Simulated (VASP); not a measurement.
A run of VASP 6.6.1:

INCAR

```
SYSTEM = Yb
PREC = Accurate
ENCUT = 520
EDIFF = 1E-6
ISMEAR = -1
SIGMA = 0.08
LREAL = .FALSE.
LASPH = .TRUE.
NELM = 60
ALGO = Normal
ISIF = 2
LWAVE = .FALSE.
LCHARG = .FALSE.
GGA = PE
NBANDS = 31
```

KPOINTS

```
Automatic mesh
0
G
  16 16 9
  0 0 0
```

POSCAR

```
Yb
1.0
    2.7829827275      0.0000000000      0.0000000000
   -1.3914913638      2.4101337403      0.0000000000
    0.0000000000      0.0000000000      4.3516585317
Yb
2
Direct
    0.3333333333      0.6666666667      0.2500000000
    0.6666666667      0.3333333333      0.7500000000
```

Potentials or basis: VASP PAW PBE potentials, release 64 (Yb).

Launch:

```bash
$ cat potpaw_PBE.64/Yb/POTCAR > POTCAR
$ mpirun -np 1 vasp_std > vasp.out
```

Hardware: 1 thread of Intel(R) Xeon(R) 6975P-C (Granite Rapids), with other jobs on the host.

Q: Estimate the wall time of this run.

A: It took 2.2 min on 1 thread of Intel(R) Xeon(R) 6975P-C (Granite Rapids) (shared host), peak memory 0.25 GiB. Counts: scf iterations 28, k points 150.
